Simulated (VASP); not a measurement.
Zr2H3, 5 atoms in the cell. It takes space group I4/mmm (No. 139, tetragonal). The conventional cell has a = 4.235 Å, b = 4.235 Å, c = 7.445 Å, α = 90.00°, β = 90.00°, γ = 90.00°. Zr (site symmetry -4m2) has 2 H at 1.86 Å within 2.5 Å. H (site symmetry 4/mmm) has 4 H at 2.12 Å within 2.8 Å. H (site symmetry mmm) has 2 Zr at 1.86 Å and 2 H at 2.12 Å within 2.5 Å. 

```yaml
Program: VASP 6.6.1
Task: single point
Functional: PBE
Potentials_or_basis: VASP PAW PBE potentials, release 64 (Zr_sv, H)
Cutoff: 520 eV
k_mesh: 12 × 12 × 12
Occupations: gaussian, width 0.1 eV
Spin: no spin polarisation
Dipole_correction: no
Further_INCAR_settings: ALGO = Normal; EDIFF = 1e-06; NBANDS = 22
```

Potentials or basis: VASP PAW PBE potentials, release 64 (Zr_sv, H).

Run with:

```console
$ cat potpaw_PBE.64/Zr_sv/POTCAR potpaw_PBE.64/H/POTCAR > POTCAR
$ mpirun -np 1 vasp_std > vasp.out
```

Hardware: 1 thread of Oxide Virtual Turin-like Processor (shared host).

Q: How long does it take, and how much memory?

A: Wall time 3.7 min on 1 thread of Oxide Virtual Turin-like Processor (shared host), peak memory 0.31 GiB. Counts: scf iterations 13, k points 163.
